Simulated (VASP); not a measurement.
Set up this calculation in VASP 6.6.1, as the native input.

```yaml
Task: single point
Functional: PBE
Potentials_or_basis: VASP PAW PBE potentials, release 64 (Ga_d, Ge_d)
Cutoff: 520 eV
k_mesh: 6 × 6 × 6
Occupations: fermi-dirac, width 0.1 eV
Spin: no spin polarisation
Dipole_correction: no
Further_INCAR_settings: ALGO = Normal; EDIFF = 1e-06; NBANDS = 36
```

The structure of GaGe3 lies in POSCAR:

```
GaGe3
1.0
    4.2784660000      0.0000000000      0.0000000000
    0.0000000000      4.2784660000      0.0000000000
    0.0000000000      0.0000000000      4.2784660000
Ga Ge
1 3
Direct
    0.0000000000      0.0000000000      0.0000000000
    0.0000000000      0.5000000000      0.5000000000
    0.5000000000      0.0000000000      0.5000000000
    0.5000000000      0.5000000000      0.0000000000
```

The input as run:

INCAR

```
SYSTEM = GaGe3
PREC = Accurate ; ENCUT = 520
EDIFF = 1E-6 ; ISMEAR = -1
SIGMA = 0.1 ; LREAL = .FALSE.
LASPH = .TRUE. ; NELM = 100
ALGO = Normal ; ISIF = 2
LWAVE = .FALSE. ; LCHARG = .FALSE.
GGA = PE ; NBANDS = 36
```

KPOINTS

```
regular mesh
0
G
  6 6 6
  0 0 0
```

Potentials or basis: VASP PAW PBE potentials, release 64 (Ga_d, Ge_d).

Command:

```sh
$ cat potpaw_PBE.64/Ga_d/POTCAR potpaw_PBE.64/Ge_d/POTCAR > POTCAR
$ mpirun -np 1 vasp_std > vasp.out
```

Results of the run:

* Pressure: -0.1 GPa

It took 20 s on 1 thread of Intel(R) Xeon(R) Platinum 8488C (Sapphire Rapids), with other jobs on the host, peak memory 0.19 GiB.
